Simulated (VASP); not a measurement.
Pd, 1 atom in the cell. It takes space group Fm-3m (No. 225, cubic). The conventional cell has a = 3.941 Å, b = 3.941 Å, c = 3.941 Å, α = 90.00°, β = 90.00°, γ = 90.00°. Pd (site symmetry m-3m) has 12 Pd at 2.79 Å within 3.7 Å. 

```yaml
Program: VASP 6.6.1
Task: single point
Functional: PBE
Potentials_or_basis: VASP PAW PBE potentials, release 64 (Pd)
Cutoff: 520 eV
k_mesh: 10 × 10 × 10
Occupations: fermi-dirac, width 0.02 eV
Spin: no spin polarisation
Dipole_correction: no
Further_INCAR_settings: ALGO = Normal; EDIFF = 1e-07; NBANDS = 11
```

Potentials or basis: VASP PAW PBE potentials, release 64 (Pd).

The run is started by

```bash
$ cat potpaw_PBE.64/Pd/POTCAR > POTCAR
$ mpirun -np 1 vasp_std > vasp.out
```

Hardware: 1 thread of Intel Xeon 8259CL, on a shared host.

Problem. Estimate the wall time of this run.

Solution. Wall time 10 s on 1 thread of Intel Xeon 8259CL, on a shared host, peak memory 0.14 GiB. Counts: scf iterations 12, k points 47.
